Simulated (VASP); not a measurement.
# Cs (Pm-3m) in VASP: further runs

Cs is run at these levels: RPBE; tasks: single point, relaxation of cell and atoms.

All numbers are computed with VASP 6.6.1; they aren't measurements. Logs are shortened: lines on timing, memory, paths and dates and some standing lists are left out, and cuts for length are marked.

## Step 1: The cell of the first run

The structure is cubic, space group Pm-3m (No. 221). The conventional cell has a = 5.011 Å, b = 5.011 Å, c = 5.011 Å, α = 90.00°, β = 90.00°, γ = 90.00°.

This isn't the form of Cs at room conditions, which is bcc.

## Step 2: Single point, RPBE (125.81 Å³/atom)

Input file INCAR:

```
SYSTEM = Cs
ALGO = Normal ; EDIFF = 1E-6
ENCUT = 520 ; GGA = RP
ISIF = 2 ; ISMEAR = -1
LASPH = .TRUE. ; LCHARG = .FALSE.
LREAL = .FALSE. ; LWAVE = .FALSE.
NBANDS = 10 ; NELM = 60
PREC = Accurate ; SIGMA = 0.1
```

Input file KPOINTS:

```
k-points
0
G
  7 7 7
  0 0 0
```

Input file POSCAR:

```
Cs
1.0
    5.0107940733      0.0000000000      0.0000000000
    0.0000000000      5.0107940733      0.0000000000
    0.0000000000      0.0000000000      5.0107940733
Cs
1
Direct
    0.0000000000      0.0000000000      0.0000000000
```

Potentials or basis: VASP PAW PBE potentials, release 64 (Cs_sv).

Run with:

```sh
cat potpaw_PBE.64/Cs_sv/POTCAR > POTCAR
mpirun -np 1 vasp_std > vasp.out
```

OUTCAR:

```text
SYSTEM = Cs
   EDIFF = 1E-6
   ENCUT = 520
   GGA = RP
   ISIF = 2
   ISMEAR = -1
   LASPH = .TRUE.
   LREAL = .FALSE.
   NELM = 60
   PREC = Accurate

 ion  position               nearest neighbor table
   1  0.000  0.000  0.000-

  LATTYP: Found a simple cubic cell.
 ALAT       =     5.0107940733

  Lattice vectors:

 A1 = (   5.0107940733,   0.0000000000,   0.0000000000)
 A2 = (   0.0000000000,   5.0107940733,   0.0000000000)
 A3 = (   0.0000000000,   0.0000000000,   5.0107940733)

Analysis of symmetry for initial positions (statically):
=====================================================================
 Subroutine PRICEL returns:
 Original cell was already a primitive cell.

 Routine SETGRP: Setting up the symmetry group for a
 simple cubic supercell.

 Subroutine GETGRP returns: Found 48 space group operations
 (whereof 48 operations were pure point group operations)
 out of a pool of 48 trial point group operations.

The static configuration has the point symmetry O_h .

Analysis of symmetry for dynamics (positions and initial velocities):
=====================================================================
 Subroutine PRICEL returns:
 Original cell was already a primitive cell.

 Routine SETGRP: Setting up the symmetry group for a
 simple cubic supercell.

 Subroutine GETGRP returns: Found 48 space group operations
 (whereof 48 operations were pure point group operations)
 out of a pool of 48 trial point group operations.

The dynamic configuration has the point symmetry O_h .

 Subroutine INISYM returns: Found 48 space group operations
 (whereof 48 operations are pure point group operations),
 and found     1 'primitive' translations

----------------------------------------------------------------------------------------

                                     Primitive cell

  volume of cell :     125.8113

  direct lattice vectors                    reciprocal lattice vectors
     5.010794073  0.000000000  0.000000000     0.199569167  0.000000000  0.000000000
     0.000000000  5.010794073  0.000000000     0.000000000  0.199569167  0.000000000
     0.000000000  0.000000000  5.010794073     0.000000000  0.000000000  0.199569167

[... 74 lines left out ...]
   ENCUT  =  520.0 eV  38.22 Ry    6.18 a.u.   9.32  9.32  9.32*2*pi/ulx,y,z
   NELM   =     60;   NELMIN=  2; NELMDL= -5     # of ELM steps
   EDIFF  = 0.1E-05   stopping-criterion for ELM
   LREAL  =      F    real-space projection
   EDIFFG = 0.1E-04   stopping-criterion for IOM
   NSW    =      0    number of steps for IOM
   IBRION =     -1    ionic relax: 0-MD 1-quasi-New 2-CG
   NFREE  =      0    steps in history (QN), initial steepest desc. (CG)
   ISIF   =      2    stress and relaxation
   ISYM   =      2    0-nonsym 1-usesym 2-fastsym
   POTIM  = 0.5000    time-step for ionic-motion
   TEBEG  =    0.0;   TEEND  =   0.0 temperature during run
   PSTRESS=    0.0 pullay stress
   NELECT =       9.0000    total number of electrons
   NUPDOWN=      -1.0000    fix difference up-down
   EMIN   =  10.00;   EMAX   =-10.00  energy-range for DOS
   EFERMI =   0.00;   METHOD = LEGACY
   ISMEAR =    -1;   SIGMA  =   0.10  broadening in eV -4-tet -1-fermi 0-gaus
   EFERMI_NEDOS =   21; number of points for ismear=-14 and -15
   IALGO  =     38    algorithm
   IMIX   =      4    mixing-type and parameters
     AMIX     =   0.40;   BMIX     =  1.00
     AMIX_MAG =   1.60;   BMIX_MAG =  1.00
  volume/ion in A,a.u.               =     125.81       849.02
  Fermi-wavevector in a.u.,A,eV,Ry     =   0.679593  1.284245  6.283811  0.461847
  Thomas-Fermi vector in A             =   1.757836
   LORBIT       =      0    0 simple, 1 ext, 2 COOP (PROOUT), +10 PAW based schemes
   GGA     = RP    functional components
   LHFCALC =     F    Hartree Fock is set to
   AEXX    =    0.0000 exact exchange contribution
   IVDW    =     0    specifies the selected vdW correction
   LEPSILON=     F    determine dielectric tensor
   LRPA    =     F    only Hartree local field effects (RPA)
 non-spin polarized calculation
  energy-cutoff  :      520.00
  volume of cell :      125.81
 maximum number of plane-waves:      3411
 NGX is ok and might be reduce to    40
   NGX = 19   NGY = 19   NGZ = 19

 number of electron       8.9999999 magnetization

 Free energy of the ion-electron system (eV)
  ---------------------------------------------------
  ext. energy  EPLUGINS =         0.00000000
  ---------------------------------------------------
  free energy    TOTEN  =        -0.65779583 eV

  energy without entropy =       -0.61668118  energy(sigma->0) =       -0.63723850

 E-fermi :   0.3979     XC(G=0):  -5.0456

 val. band max:        0.3403667145   @ k =   0.4286   0.1429   0.1429
 cond. band min:       0.4485071809   @ k =   0.2857   0.2857   0.2857
 fundamental gap:      0.1081404664
 Fermi energy:         0.3979069984

 k-point     1 :       0.0000    0.0000    0.0000
  band No.  band energies     occupation
      1     -23.7268      2.00000
      2     -10.4751      2.00000
      3     -10.4751      2.00000
      4     -10.4751      2.00000
      5      -1.1780      2.00000
      6       1.7901      0.00000
      7       1.7901      0.00000
      8       4.6337      0.00000
      9       4.6337      0.00000
     10       4.6337      0.00000
[... 235 lines left out ...]
 k-point    20 :       0.4286    0.4286    0.4286
  band No.  band energies     occupation
      1     -23.7090      2.00000
      2     -10.5878      2.00000
      3     -10.5868      2.00000
      4     -10.5868      2.00000
      5       1.3220      0.00019
      6       1.5651      0.00002
      7       1.5651      0.00002
      8       3.5649      0.00000
      9       3.7796      0.00000
     10       3.9858      0.00000

------------------------ aborting loop because EDIFF is reached ----------------------------------------

  FORCE on cell =-STRESS in cart. coord.  units (eV):
  Direction    XX          YY          ZZ          XY          YZ          ZX
  --------------------------------------------------------------------------------------
  -------------------------------------------------------------------------------------
  Total        0.1642460      0.1642460      0.1642460     -0.0000000      0.0000000      0.0000000
  in kB        2.0916344      2.0916344      2.0916344     -0.0000000      0.0000000      0.0000000
  external PRESSURE =       2.0916344 kB  Pullay stress =       0.0000000 kB

 VOLUME and BASIS-vectors are now :
 -----------------------------------------------------------------------------
  energy-cutoff  :      520.00
  volume of cell :      125.81
      direct lattice vectors                 reciprocal lattice vectors
     5.010794073  0.000000000  0.000000000     0.199569167  0.000000000  0.000000000
     0.000000000  5.010794073  0.000000000     0.000000000  0.199569167  0.000000000
     0.000000000  0.000000000  5.010794073     0.000000000  0.000000000  0.199569167

 POSITION                                       TOTAL-FORCE (eV/Angst)
 -----------------------------------------------------------------------------------
      0.00000      0.00000      0.00000         0.000000      0.000000      0.000000
 -----------------------------------------------------------------------------------
    total drift:                               -0.000000     -0.000000     -0.000000

  FREE ENERGIE OF THE ION-ELECTRON SYSTEM (eV)
  ---------------------------------------------------
  free  energy   TOTEN  =        -0.6577958291 eV

  energy  without entropy=       -0.6166811781  energy(sigma->0) =       -0.63723850
```

stdout:

```text
POSCAR found type information on POSCAR Cs
 POSCAR found :  1 types and       1 ions
 scaLAPACK will be used
 -----------------------------------------------------------------------------
|                                                                             |
|                                                                             |
|     You enforced a specific xc type in the INCAR file but a different       |
|     I HOPE YOU KNOW WHAT YOU ARE DOING!                                     |
|                                                                             |
 -----------------------------------------------------------------------------

 LDA part: xc-table for (Slater+PW92), standard interpolation
 POSCAR, INCAR and KPOINTS ok, starting setup
 FFT: planning ... GRIDC
 FFT: planning ... GRID_SOFT
 FFT: planning ... GRID
 WAVECAR not read
 entering main loop
```

Wall time 17 s (1 thread of Intel Xeon Platinum 8488C (Sapphire Rapids), shared host); peak memory 0.23 GiB.

What came out:

```
Free energy            : -0.6578 eV
Pressure               : 0.2 GPa
Band gap on the k mesh : zero (an odd number of electrons rules out a gap without spin polarisation)
```

Caveat: the PAW data sets were made with another functional, which shifts forces and pressure a little; spin-orbit coupling is left out, which moves the levels of the heavy elements.

[end of part 1 of 2]
